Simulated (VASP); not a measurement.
# LiCl: single point with PBE+D3(BJ)

LiCl:

```xyz
2
Lattice="0.0000 2.5179 2.5179 2.5179 0.0000 2.5179 2.5179 2.5179 0.0000" Properties=species:S:1:pos:R:3 pbc="T T T"
Li    0.0000    0.0000    0.0000
Cl    2.5179    2.5179    2.5179
```

```json
{
 "Program": "VASP 6.6.1",
 "Task": "single point",
 "Functional": "PBE",
 "Dispersion": "D3(BJ)",
 "Potentials or basis": "VASP PAW PBE potentials, release 64 (Li_sv, Cl)",
 "Cutoff": "750 eV",
 "k mesh": "8 × 8 × 8",
 "Occupations": "gaussian, width 0.02 eV",
 "Spin": "no spin polarisation",
 "Dipole correction": "no",
 "Further INCAR settings": "ALGO = Normal; EDIFF = 1e-06; NBANDS = 12"
}
```

| Quantity | Value |
| --- | --- |
| Pressure | -0.1 GPa |
| Band gap on the k mesh | 6.66 eV |
| Dispersion energy per atom | -0.238 eV |

Levels at points of the mesh, in eV from the valence-band top:
```csv
k point,band 1,band 2,band 3,band 4,band 5,band 6,band 7,band 8,band 9,band 10
"(0.00, 0.00, 0.00)",-43.42,-13.60,0.00,0.00,0.00,6.66,11.98,11.98,11.98,14.78
"(0.50, 0.00, 0.00)",-43.42,-12.95,-3.04,-0.28,-0.28,6.82,9.52,9.52,13.55,17.28
"(0.50, 0.50, 0.00)",-43.42,-12.67,-3.15,-1.21,-1.21,8.00,8.21,12.92,14.55,14.55
```

Run time: 20 s on 1 thread of AMD EPYC 7R43 64-Core Processor (Zen 3) (shared host), peak memory 0.14 GiB.

A k mesh can miss the band edges.
